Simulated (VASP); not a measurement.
# Ge2Te3O (P6/mmm) in VASP: a series of runs, part 2 of 3

VASP 6.6.1. Earlier steps stand in the parts before.

### Step 3. Relaxation of cell and atoms, PBE

This run uses another cell than the first one, of 37.61 Å³/atom.

Contents of INCAR:

```
PREC     = Accurate       # precision mode
ENCUT    = 600            # plane-wave cutoff, eV
EDIFF    = 1E-6           # SCF threshold, eV
ISMEAR   = 0              # smearing method
SIGMA    = 0.1            # smearing width, eV
LREAL    = False          # projectors in reciprocal space
LASPH    = True           # aspherical terms in the spheres
NELM     = 100            # most SCF steps
ALGO     = Normal         # electronic algorithm
ISIF     = 3              # what is computed and relaxed
LWAVE    = False          # write WAVECAR
LCHARG   = False          # write CHGCAR
GGA      = PE             # functional
IBRION   = 2              # ionic algorithm
NSW      = 90             # ionic steps
EDIFFG   = -0.04          # ionic threshold
```

Contents of KPOINTS:

```
Automatic mesh
0
Gamma
  3 3 4
```

Contents of POSCAR:

```
Ge2Te3O
1.0
    6.2325908097      0.0000000000      0.0000000000
   -3.1162954049      5.3975819726      0.0000000000
    0.0000000000      0.0000000000      6.7079582578
Ge Te O
2 3 1
Direct
    0.0000000000      0.0000000000      0.7677052676
    0.0000000000      0.0000000000      0.2322947324
    0.5000000000      0.0000000000      0.0000000000
    0.0000000000      0.5000000000      0.0000000000
    0.5000000000      0.5000000000      0.0000000000
    0.0000000000      0.0000000000      0.5000000000
```

Potentials or basis: VASP PAW PBE potentials, release 64 (Ge_d, Te, O).

Launch:

```
cat potpaw_PBE.64/Ge_d/POTCAR potpaw_PBE.64/Te/POTCAR potpaw_PBE.64/O/POTCAR > POTCAR
mpirun -np 1 vasp_std > vasp.out
```

OUTCAR:

```text
PREC = Accurate
   ENCUT = 600
   EDIFF = 1E-6
   ISMEAR = 0
   LREAL = False
   LASPH = True
   NELM = 100
   ISIF = 3
   GGA = PE
   IBRION = 2
   NSW = 90
   EDIFFG = -0.04

 ion  position               nearest neighbor table
   1  0.000  0.000  0.768-   6 1.80
   2  0.000  0.000  0.232-   6 1.80
   3  0.500  0.000  0.000-   4 3.12   4 3.12   5 3.12   5 3.12
   4  0.000  0.500  0.000-   3 3.12   3 3.12   5 3.12   5 3.12
   5  0.500  0.500  0.000-   4 3.12   4 3.12   3 3.12   3 3.12
   6  0.000  0.000  0.500-   1 1.80   2 1.80

  LATTYP: Found a hexagonal cell.
 ALAT       =     6.2325908097
 C/A-ratio  =     1.0762712430

  Lattice vectors:

 A1 = (   6.2325908097,   0.0000000000,   0.0000000000)
 A2 = (  -3.1162954049,   5.3975819726,   0.0000000000)
 A3 = (   0.0000000000,   0.0000000000,   6.7079582578)

Analysis of symmetry for initial positions (statically):
=====================================================================
 Subroutine PRICEL returns:
 Original cell was already a primitive cell.

 Routine SETGRP: Setting up the symmetry group for a
 hexagonal supercell.

[... 145 lines left out ...]
  volume of cell :      225.66
 maximum number of plane-waves:      7551
 NGX is ok and might be reduce to    50
   NGX = 25   NGY = 25   NGZ = 27

--------------------------------------- Ionic step        1  -------------------------------------------

 number of electron      52.0000015 magnetization

 Free energy of the ion-electron system (eV)
  ---------------------------------------------------
  ext. energy  EPLUGINS =         0.00000000
  ---------------------------------------------------
  free energy    TOTEN  =       -23.40827619 eV

  energy without entropy =      -23.36652564  energy(sigma->0) =      -23.38740092

------------------------ aborting loop because EDIFF is reached ----------------------------------------

  FORCE on cell =-STRESS in cart. coord.  units (eV):
  Direction    XX          YY          ZZ          XY          YZ          ZX
  --------------------------------------------------------------------------------------
  -------------------------------------------------------------------------------------
  Total        1.5233879      1.5233879     -1.1387633     -0.0000000      0.0000000      0.0000000
  in kB       10.8159053     10.8159053     -8.0851079     -0.0000000      0.0000000      0.0000000
  external PRESSURE =       4.5155675 kB  Pullay stress =       0.0000000 kB
[... 227 lines left out ...]
--------------------------------------- Ionic step        7  -------------------------------------------

 number of electron      52.0000020 magnetization

 Free energy of the ion-electron system (eV)
  ---------------------------------------------------
  ext. energy  EPLUGINS =         0.00000000
  ---------------------------------------------------
  free energy    TOTEN  =       -23.46475264 eV

  energy without entropy =      -23.42984692  energy(sigma->0) =      -23.44729978

 E-fermi :   2.0625     XC(G=0):  -7.4377

 val. band max:        2.0517178681   @ k =   0.3333   0.0000   0.5000
 cond. band min:       2.1165438766   @ k =   0.3333   0.3333   0.2500
 fundamental gap:      0.0648260086
 Fermi energy:         2.0624519588

 k-point     1 :       0.0000    0.0000    0.0000
  band No.  band energies     occupation
      1     -23.1348      2.00000
      2     -22.9651      2.00000
      3     -22.9651      2.00000
      4     -22.9627      2.00000
      5     -22.9627      2.00000
      6     -22.9358      2.00000
[... 328 lines left out ...]
  FREE ENERGIE OF THE ION-ELECTRON SYSTEM (eV)
  ---------------------------------------------------
  free  energy   TOTEN  =       -23.4647526429 eV

  energy  without entropy=      -23.4298469216  energy(sigma->0) =      -23.44729978

 reached required accuracy - stopping structural energy minimisation
```

OSZICAR:

```text
N       E                     dE             d eps       ncg     rms          rms(c)
DAV:   1     0.483335219403E+03    0.48334E+03   -0.25397E+04   674   0.257E+03
DAV:   2     0.580837615410E+02   -0.42525E+03   -0.41527E+03   619   0.670E+02
DAV:   3    -0.207015683069E+02   -0.78785E+02   -0.77752E+02   732   0.182E+02
[... 77 lines left out ...]
DAV:   5    -0.234647864521E+02    0.53553E-04   -0.21764E-04   772   0.133E-01    0.876E-02
DAV:   6    -0.234647776893E+02    0.87627E-05   -0.36947E-05   758   0.573E-02    0.501E-02
DAV:   7    -0.234647519898E+02    0.25700E-04   -0.78830E-05   815   0.103E-01    0.860E-03
DAV:   8    -0.234647530644E+02   -0.10747E-05   -0.12344E-05   590   0.268E-02    0.753E-03
DAV:   9    -0.234647526429E+02    0.42151E-06   -0.74913E-07   286   0.803E-03
   7 F= -.23464753E+02 E0= -.23447300E+02  d E =-.139397E-02
```

CONTCAR:

```text
Ge2Te3O
   1.00000000000000
     6.3146198003826077   -0.0000000000007289    0.0000000000000000
    -3.1573099002425935    5.4686211623785459    0.0000000000000000
     0.0000000000000000    0.0000000000000000    6.4813750880354171
  Ge              Te              O
     2     3     1
Direct
     0.0000000000000000    0.0000000000000000    0.7765715940244631
     0.0000000000000000    0.0000000000000000    0.2234284059755370
     0.5000000000000000    0.0000000000000000    0.0000000000000000
     0.0000000000000000    0.5000000000000000    0.0000000000000000
     0.5000000000000000    0.5000000000000000    0.0000000000000000
     0.0000000000000000    0.0000000000000000    0.5000000000000000

  0.00000000E+00  0.00000000E+00  0.00000000E+00
  0.00000000E+00  0.00000000E+00  0.00000000E+00
  0.00000000E+00  0.00000000E+00  0.00000000E+00
  0.00000000E+00  0.00000000E+00  0.00000000E+00
  0.00000000E+00  0.00000000E+00  0.00000000E+00
  0.00000000E+00  0.00000000E+00  0.00000000E+00
```

It took 13 min on 1 thread of Intel Xeon 8259CL, shared host; peak memory 0.41 GiB.

What came out:

```
Free energy                           : -23.4648 eV
Relaxed volume                        : 37.30 Å³/atom
Relaxed cell                          : a = 6.315 Å, b = 6.315 Å, c = 6.481 Å, α = 90.00°, β = 90.00°, γ = 120.00°
Space group after relaxing (to 0.1 Å) : P6/mmm (No. 191)
Energy gained by relaxing             : 9.4 meV/atom
Ionic steps                           : 7
Pressure after relaxing               : 0.0 GPa
Largest force after relaxing          : 0.017 eV/Å
Band gap on the k mesh                : zero (bands 26 and 27 overlap by 1.80 eV)
```

Forces on the atoms (eV/Å):
```
Ge   0.000  0.000  0.017
Ge   0.000  0.000 -0.017
Te   0.000  0.000  0.000
Te   0.000  0.000  0.000
Te   0.000  0.000  0.000
O    0.000  0.000  0.000
```

Step by step:
```tsv
step	energy change (eV)	largest force (eV/Å)	pressure (GPa)	volume (Å³)
1	0.0000	0.2699	0.45	225.66
2	-0.0335	0.2787	-0.20	229.11
3	-0.0354	0.2783	-0.44	230.42
4	-0.0492	0.1144	-0.38	228.03
5	-0.0551	0.0998	-0.27	225.18
6	-0.0548	0.1595	0.24	222.21
7	-0.0565	0.0167	0.01	223.82
```

Final structure:
```xyz
6
Lattice="6.3146 0.0000 0.0000 -3.1573 5.4686 0.0000 0.0000 0.0000 6.4814" Properties=species:S:1:pos:R:3 pbc="T T T"
Ge    0.0000    0.0000    5.0333
Ge    0.0000    0.0000    1.4481
Te    3.1573    0.0000    0.0000
Te   -1.5787    2.7343    0.0000
Te    1.5787    2.7343    0.0000
O     0.0000    0.0000    3.2407
```

Caveat: the k points lie up to 0.38 Å⁻¹ apart in the final cell, too coarse for converged energies and pressures of a metal; spin-orbit coupling is left out, which moves the levels of the heavy elements.

(Part 2 of 3 ends here.)

The gap in the log of VASP goes by the Fermi energy; the results here count the filled bands.